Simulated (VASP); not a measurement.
# Mg (P6_3/mmc) in VASP: further runs

Runs on Mg. Level: LDA. Tasks: single point, relaxation of cell and atoms.

Everything below comes from runs of VASP 6.6.1. Logs are shortened: lines on timing, memory, paths and dates and some standing lists are left out, and cuts for length are marked.

## 1. The cell of the first run

It takes space group P6_3/mmc (No. 194, hexagonal). The conventional cell has a = 3.151 Å, b = 3.151 Å, c = 5.024 Å, α = 90.00°, β = 90.00°, γ = 120.00°. Mg (site symmetry -6m2) has 12 Mg at 3.10 to 3.15 Å within 4.1 Å.

## 2. Single point, LDA

File INCAR:

```
SYSTEM = Mg
ALGO = Normal ; EDIFF = 1E-7
ENCUT = 520 ; GGA = CA
ISIF = 2 ; ISMEAR = 0
LASPH = .True. ; LCHARG = .False.
LREAL = .False. ; LWAVE = .False.
NBANDS = 9 ; NELM = 80
PREC = Accurate ; SIGMA = 0.1
```

File KPOINTS:

```
k-points
0
Gamma
  12 12 8
  0 0 0
```

File POSCAR:

```
Mg
1.0
    3.1506839799      0.0000000000      0.0000000000
   -1.5753419899      2.7285723659      0.0000000000
    0.0000000000      0.0000000000      5.0241571645
Mg
2
Direct
    0.3333333333      0.6666666667      0.2500000000
    0.6666666667      0.3333333333      0.7500000000
```

Potentials or basis: VASP PAW LDA potentials, release 64 (Mg).

Run with:

```
$ cat potpaw_LDA.64/Mg/POTCAR > POTCAR
$ mpirun -np 1 vasp_std > vasp.out
```

OUTCAR:

```text
SYSTEM = Mg
   EDIFF = 1E-7
   ENCUT = 520
   GGA = CA
   ISIF = 2
   ISMEAR = 0
   LASPH = .True.
   LREAL = .False.
   NELM = 80
   PREC = Accurate

 ion  position               nearest neighbor table
   1  0.333  0.667  0.250-   2 3.10   2 3.10   2 3.10   2 3.10   2 3.10   2 3.10
   2  0.667  0.333  0.750-   1 3.10   1 3.10   1 3.10   1 3.10   1 3.10   1 3.10

  LATTYP: Found a hexagonal cell.
 ALAT       =     3.1506839799
 C/A-ratio  =     1.5946242773

  Lattice vectors:

 A1 = (   3.1506839799,   0.0000000000,   0.0000000000)
 A2 = (  -1.5753419899,   2.7285723659,   0.0000000000)
 A3 = (   0.0000000000,   0.0000000000,   5.0241571645)

Analysis of symmetry for initial positions (statically):
=====================================================================
 Subroutine PRICEL returns:
 Original cell was already a primitive cell.

 Routine SETGRP: Setting up the symmetry group for a
 hexagonal supercell.

 Subroutine GETGRP returns: Found 24 space group operations
 (whereof 12 operations were pure point group operations)
 out of a pool of 24 trial point group operations.

The static configuration has the point symmetry D_3d.
 The point group associated with its full space group is D_6h.

Analysis of symmetry for dynamics (positions and initial velocities):
=====================================================================
 Subroutine PRICEL returns:
 Original cell was already a primitive cell.

 Routine SETGRP: Setting up the symmetry group for a
 hexagonal supercell.

 Subroutine GETGRP returns: Found 24 space group operations
 (whereof 12 operations were pure point group operations)
 out of a pool of 24 trial point group operations.

The dynamic configuration has the point symmetry D_3d.
 The point group associated with its full space group is D_6h.

 Subroutine INISYM returns: Found 24 space group operations
 (whereof 12 operations are pure point group operations),
 and found     1 'primitive' translations

----------------------------------------------------------------------------------------

                                     Primitive cell

  volume of cell :      43.1920

  direct lattice vectors                    reciprocal lattice vectors
     3.150683980  0.000000000  0.000000000     0.317391400  0.183246010  0.000000000
    -1.575341990  2.728572366  0.000000000     0.000000000  0.366492021  0.000000000
     0.000000000  0.000000000  5.024157165     0.000000000  0.000000000  0.199038360

[... 88 lines left out ...]
   NFREE  =      0    steps in history (QN), initial steepest desc. (CG)
   ISIF   =      2    stress and relaxation
   ISYM   =      2    0-nonsym 1-usesym 2-fastsym
   POTIM  = 0.5000    time-step for ionic-motion
   TEBEG  =    0.0;   TEEND  =   0.0 temperature during run
   PSTRESS=    0.0 pullay stress
   NELECT =       4.0000    total number of electrons
   NUPDOWN=      -1.0000    fix difference up-down
   EMIN   =  10.00;   EMAX   =-10.00  energy-range for DOS
   EFERMI =   0.00;   METHOD = LEGACY
   ISMEAR =     0;   SIGMA  =   0.10  broadening in eV -4-tet -1-fermi 0-gaus
   EFERMI_NEDOS =   21; number of points for ismear=-14 and -15
   IALGO  =     38    algorithm
   IMIX   =      4    mixing-type and parameters
     AMIX     =   0.40;   BMIX     =  1.00
     AMIX_MAG =   1.60;   BMIX_MAG =  1.00
  volume/ion in A,a.u.               =      21.60       145.74
  Fermi-wavevector in a.u.,A,eV,Ry     =   0.740674  1.399671  7.464125  0.548598
  Thomas-Fermi vector in A             =   1.835132
   LORBIT       =      0    0 simple, 1 ext, 2 COOP (PROOUT), +10 PAW based schemes
   GGA     = CA    functional components
   LHFCALC =     F    Hartree Fock is set to
   AEXX    =    0.0000 exact exchange contribution
   IVDW    =     0    specifies the selected vdW correction
   LEPSILON=     F    determine dielectric tensor
   LRPA    =     F    only Hartree local field effects (RPA)
 non-spin polarized calculation
 Gauss-broadening in eV      SIGMA  =   0.10
  energy-cutoff  :      520.00
  volume of cell :       43.19
 maximum number of plane-waves:      1194
 NGX is ok and might be reduce to    24
   NGX = 11   NGY = 11   NGZ = 19

 number of electron       4.0000000 magnetization

 Free energy of the ion-electron system (eV)
  ---------------------------------------------------
  ext. energy  EPLUGINS =         0.00000000
  ---------------------------------------------------
  free energy    TOTEN  =        -3.62148802 eV

  energy without entropy =       -3.61761102  energy(sigma->0) =       -3.61954952

 E-fermi :   2.7185     XC(G=0):  -8.8785

 val. band max:        2.7094417614   @ k =   0.4167   0.1667   0.5000
 cond. band min:       2.7392308930   @ k =   0.3333   0.3333   0.3750
 fundamental gap:      0.0297891315
 Fermi energy:         2.7185242111

 k-point     1 :       0.0000    0.0000    0.0000
  band No.  band energies     occupation
      1      -4.3921      2.00000
      2       1.1405      2.00000
      3       1.6934      2.00000
      4      13.8510      0.00000
      5      13.8510      0.00000
      6      13.9754      0.00000
      7      13.9754      0.00000
      8      15.0523      0.00000
      9      16.5441      0.00000
[... 265 lines left out ...]
 k-point    24 :       0.3333   -0.0000    0.1250
  band No.  band energies     occupation
      1      -2.0792      2.00000
      2       2.1344      2.00000
      3       4.1637      0.00000
      4       5.3262      0.00000
      5       8.3445      0.00000
      6      10.2793      0.00000
      7      10.4653      0.00000
      8      12.4670      0.00000
      9      13.9525      0.00000

 [... further k-points ...]

------------------------ aborting loop because EDIFF is reached ----------------------------------------

  FORCE on cell =-STRESS in cart. coord.  units (eV):
  Direction    XX          YY          ZZ          XY          YZ          ZX
  --------------------------------------------------------------------------------------
  -------------------------------------------------------------------------------------
  Total       -0.0886670     -0.0886670     -0.0896146     -0.0000000      0.0000000      0.0000000
  in kB       -3.2890381     -3.2890381     -3.3241890     -0.0000000      0.0000000      0.0000000
  external PRESSURE =      -3.3007551 kB  Pullay stress =       0.0000000 kB

 VOLUME and BASIS-vectors are now :
 -----------------------------------------------------------------------------
  energy-cutoff  :      520.00
  volume of cell :       43.19
      direct lattice vectors                 reciprocal lattice vectors
     3.150683980  0.000000000  0.000000000     0.317391400  0.183246010  0.000000000
    -1.575341990  2.728572366  0.000000000     0.000000000  0.366492021  0.000000000
     0.000000000  0.000000000  5.024157165     0.000000000  0.000000000  0.199038360

 POSITION                                       TOTAL-FORCE (eV/Angst)
 -----------------------------------------------------------------------------------
     -0.00000      1.81905      1.25604        -0.000000     -0.000000      0.000000
      1.57534      0.90952      3.76812         0.000000      0.000000      0.000000
 -----------------------------------------------------------------------------------
    total drift:                                0.000000     -0.000000      0.000000

  FREE ENERGIE OF THE ION-ELECTRON SYSTEM (eV)
  ---------------------------------------------------
  free  energy   TOTEN  =        -3.6214880210 eV

  energy  without entropy=       -3.6176110167  energy(sigma->0) =       -3.61954952
```

stdout:

```text
POSCAR found type information on POSCAR Mg
 POSCAR found :  1 types and       2 ions
 scaLAPACK will be used
 LDA part: xc-table for (Slater(with rela. corr.)+CA(PZ))
 , standard interpolation
 POSCAR, INCAR and KPOINTS ok, starting setup
 FFT: planning ... GRIDC
 FFT: planning ... GRID_SOFT
 FFT: planning ... GRID
 WAVECAR not read
 entering main loop
```

It used 36 s of CPU time on 1 thread of AMD EPYC 7R13 Processor (Zen 3) (shared host).

What came out:

```yaml
Free_energy: -3.6215 eV
Pressure: -0.3 GPa
Band_gap_on_the_k_mesh: zero (band 2 reaches 3.77 eV, above the bottom of band 3 at 1.69 eV)
```

## 3. Single point, LDA

This run uses another cell than the first one, of 21.65 Å³/atom, 1.002 times its volume.

File INCAR:

```
SYSTEM = Mg
  PREC = Accurate
  ENCUT = 520
  EDIFF = 1E-7
  ISMEAR = -1
  SIGMA = 0.15
  LREAL = .False.
  LASPH = .True.
  NELM = 80
  ALGO = Normal
  ISIF = 2
  LWAVE = .False.
  LCHARG = .True.
  GGA = CA
  LELF = .True.
  LVHAR = .True.
  NBANDS = 9
```

File KPOINTS:

```
regular mesh
0
Gamma
  12 12 8
  0 0 0
```

File POSCAR:

```
Mg
1.0
    3.1465162281      0.0000000000      0.0000000000
   -1.5732581140      2.7249629869      0.0000000000
    0.0000000000      0.0000000000      5.0492109253
Mg
2
Direct
    0.3333333333      0.6666666667      0.2500000000
    0.6666666667      0.3333333333      0.7500000000
```

Potentials or basis: VASP PAW LDA potentials, release 64 (Mg).

Run with:

```
$ cat potpaw_LDA.64/Mg/POTCAR > POTCAR
$ mpirun -np 1 vasp_std > vasp.out
```

It used 35 s of CPU time on 1 thread of AMD EPYC 7R13 Processor (Zen 3), on a shared host.

The run converged. Its results:

```yaml
Free_energy: -3.6490 eV
Pressure: -0.3 GPa
Band_gap_on_the_k_mesh: zero (band 2 reaches 3.77 eV, above the bottom of band 3 at 1.62 eV)
```

Levels at points of the mesh, in eV from the Fermi level:
| k point | band 1 | band 2 | band 3 | band 4 | band 5 | band 6 | band 7 |
| --- | --- | --- | --- | --- | --- | --- | --- |
| (0.00, 0.00, 0.00) | -7.15 | -1.66 | -1.14 | 11.14 | 11.14 | 11.27 | 11.27 |
| (0.50, 0.00, 0.00) | -2.23 | -2.22 | 2.78 | 3.14 | 3.51 | 3.89 | 7.02 |
| (0.00, 0.00, 0.50) | -5.69 | -5.69 | 5.40 | 5.40 | 11.90 | 11.90 | 11.90 |
| (0.50, 0.00, 0.50) | -1.13 | -1.13 | -0.45 | -0.45 | 8.24 | 8.24 | 8.27 |

## 4. Relaxation of cell and atoms, LDA

File INCAR:

```
SYSTEM = Mg
PREC = Accurate
ENCUT = 600
EDIFF = 1E-6
ISMEAR = -1
SIGMA = 0.15
LREAL = .FALSE.
LASPH = .TRUE.
NELM = 100
ALGO = Normal
ISIF = 3
LWAVE = .FALSE.
LCHARG = .FALSE.
GGA = CA
IBRION = 2
NSW = 80
EDIFFG = -0.001
```

File KPOINTS:

```
Automatic mesh
0
G
  12 12 8
  0 0 0
```

File POSCAR:

```
Mg
1.0
    3.1506839799      0.0000000000      0.0000000000
   -1.5753419899      2.7285723659      0.0000000000
    0.0000000000      0.0000000000      5.0241571645
Mg
2
Direct
    0.3333333333      0.6666666667      0.2500000000
    0.6666666667      0.3333333333      0.7500000000
```

Run with:

```
$ cat potpaw_LDA.64/Mg/POTCAR > POTCAR
$ mpirun -np 1 vasp_std > vasp.out
```

It used 94 s of CPU time on 1 thread of AMD EPYC 7R13 Processor (Zen 3) (shared host).

Results (log left out):

* Free energy: -3.6495 eV
* Relaxed volume: 21.47 Å³/atom
* Relaxed cell: a = 3.138 Å, b = 3.138 Å, c = 5.036 Å, α = 90.00°, β = 90.00°, γ = 120.00°
* Space group after relaxing (to 0.05 Å): P6_3/mmc (No. 194)
* Energy gained by relaxing: 0.2 meV/atom
* Ionic steps: 5
* Pressure after relaxing: 0.0 GPa
* Band gap on the k mesh: zero (band 2 reaches 3.82 eV, above the bottom of band 3 at 1.66 eV)

The path:
| step | energy change (eV) | largest force (eV/Å) | pressure (GPa) | volume (Å³) |
| --- | --- | --- | --- | --- |
| 1 | 0.0000 | 0.0000 | -0.23 | 43.19 |
| 2 | -0.0003 | 0.0000 | -0.05 | 43.00 |
| 3 | -0.0003 | 0.0000 | 0.05 | 42.89 |
| 4 | -0.0004 | 0.0000 | 0.03 | 42.92 |
| 5 | -0.0004 | 0.0000 | 0.00 | 42.95 |

Final structure:
```xyz
2
Lattice="3.1380 0.0000 0.0000 -1.5690 2.7176 0.0000 0.0000 0.0000 5.0361" Properties=species:S:1:pos:R:3 pbc="T T T"
Mg    0.0000    1.8117    1.2590
Mg    1.5690    0.9059    3.7771
```

Levels at points of the mesh, in eV from the Fermi level:
```csv
k point,band 1,band 2,band 3,band 4,band 5,band 6
"(0.00, 0.00, 0.00)",-7.19,-1.67,-1.14,11.18,11.18,11.34
"(0.50, 0.00, 0.00)",-2.24,-2.22,2.79,3.14,3.53,3.91
"(0.00, 0.00, 0.50)",-5.71,-5.71,5.42,5.42,11.95,11.95
"(0.50, 0.00, 0.50)",-1.14,-1.14,-0.45,-0.45,8.29,8.29
```

LDA usually gives volumes a few per cent too small. Zero-point motion and thermal expansion aren't in these numbers.

## 5. Summary

```csv
task,cell,cutoff (eV),smearing,gap on the mesh (eV),pressure (GPa)
single point,"a = 3.151, b = 3.151, c = 5.024 Å, angles 90.0, 90.0, 120.0°, 2 atoms",520,gaussian 0.1 eV,none,-0.3
single point,"a = 3.147, b = 3.147, c = 5.049 Å, angles 90.0, 90.0, 120.0°, 2 atoms",520,fermi-dirac 0.15 eV,none,-0.3
relaxation of cell and atoms,"relaxed from a = 3.151, b = 3.151, c = 5.024 Å, angles 90.0, 90.0, 120.0°, 2 atoms",600,fermi-dirac 0.15 eV,none,0.0
```

Alike in all rows: level LDA; potentials or basis VASP PAW LDA potentials, release 64 (Mg); no spin polarisation; k mesh 12 × 12 × 8.

Absolute energies hang on the potentials; compare differences alone.
